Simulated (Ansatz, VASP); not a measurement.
# Two plane-wave programs on C

```
C
1.0
     2.51292    0.00000    0.00000
     0.00000    3.55381    0.00000
     0.00000    0.00000   25.05169
C
18
Direct
  0.50000 0.02948 0.30625
  0.00000 0.22052 0.30625
  0.00000 0.50974 0.34839
  0.50000 0.74026 0.34839
  0.50000 0.00082 0.39979
  0.00000 0.24918 0.39979
  0.00000 0.50041 0.44977
  0.50000 0.74959 0.44977
  0.50000 0.00018 0.50000
  0.00000 0.24982 0.50000
  0.00000 0.50041 0.55023
  0.50000 0.74959 0.55023
  0.50000 0.00082 0.60021
  0.00000 0.24918 0.60021
  0.00000 0.50974 0.65161
  0.50000 0.74026 0.65161
  0.50000 0.02948 0.69375
  0.00000 0.22052 0.69375
```

Alike in both runs: functional PBEsol; k mesh 11 × 8 × 1; occupations gaussian, width 0.05 eV; no spin polarisation.

Ansatz relaxed the structure, and its values are those at the end. VASP's run is a single point on that final structure, the one shown.

```csv
,VASP,Ansatz
version,VASP 6.6.1,Ansatz 0.2.0
potentials or method,"VASP PAW PBE potentials, release 64 (C), cutoff 520 eV","scalar-relativistic, plane waves, PAW"
valence electrons in the cell,72,72
```

Ansatz gave:

| Property | Result |
| --- | --- |
| gap on the k mesh at the Fermi level (eV) | none |
| rms of the force components (eV/Å) | 0.003 |

Q: Which values does VASP return?

A: gap on the k mesh at the Fermi level (eV): none; rms of the force components (eV/Å): 0.013.

VASP's potentials were made for PBE, not for PBEsol. A gap of «none» marks a metal or a gap that the smearing closes. Ansatz's warnings: xc potential rough in thin density.
